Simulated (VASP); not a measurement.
Write the native input for VASP 6.6.1 that does the following.

```yaml
Task: single point
Functional: r2SCAN
Potentials_or_basis: VASP PAW PBE potentials, release 64 (W_sv, C)
Cutoff: 520 eV
k_mesh: 11 × 11 × 11
Occupations: gaussian, width 0.05 eV
Spin: no spin polarisation
Dipole_correction: no
Further_INCAR_settings: ALGO = Normal; EDIFF = 1e-07; NBANDS = 16
```

WC:

```
CELL_PARAMETERS angstrom
0.00000 2.19268 2.19268
2.19268 0.00000 2.19268
2.19268 2.19268 0.00000
ATOMIC_POSITIONS crystal
W 0.00000 0.00000 0.00000
C 0.50000 0.50000 0.50000
```

One way to write it, as run:

POSCAR

```
WC
1.0
    0.0000000000      2.1926840000      2.1926840000
    2.1926840000      0.0000000000      2.1926840000
    2.1926840000      2.1926840000      0.0000000000
W C
1 1
Direct
    0.0000000000      0.0000000000      0.0000000000
    0.5000000000      0.5000000000      0.5000000000
```

INCAR.step1

```
PREC = Accurate
ENCUT = 520
ISMEAR = 0
SIGMA = 0.05
LREAL = F
LASPH = T
NELM = 80
NBANDS = 16
GGA = PE
ALGO = Normal
EDIFF = 1E-4
LWAVE = T
LCHARG = F
```

INCAR.step2

```
PREC = Accurate
ENCUT = 520
EDIFF = 1E-7
ISMEAR = 0
SIGMA = 0.05
LREAL = F
LASPH = T
NELM = 80
ALGO = Normal
ISIF = 2
LWAVE = F
LCHARG = T
METAGGA = R2SCAN
LMIXTAU = T
LELF = T
LVHAR = T
NBANDS = 16
ISTART = 1
```

KPOINTS

```
regular mesh
0
Gamma
  11 11 11
```

Potentials or basis: VASP PAW PBE potentials, release 64 (W_sv, C).

Command:

```bash
$ cat potpaw_PBE.64/W_sv/POTCAR potpaw_PBE.64/C/POTCAR > POTCAR
$ cp INCAR.step1 INCAR
$ mpirun -np 1 vasp_std > vasp.out
$ cp INCAR.step2 INCAR
$ mpirun -np 1 vasp_std > vasp.out
```

It gave:

```json
{
 "Pressure": "-3.6 GPa",
 "Band gap on the k mesh": "zero (bands 9 and 10 overlap by 3.21 eV)"
}
```

Caveat: the cell stands under tension; the PAW data sets were made with another functional, which shifts forces and pressure a little; spin-orbit coupling is left out, which moves the levels of the heavy elements.

Run time: 30 s on 1 thread of Intel(R) Xeon(R) 6975P-C (Granite Rapids), on a shared host, peak memory 0.15 GiB.
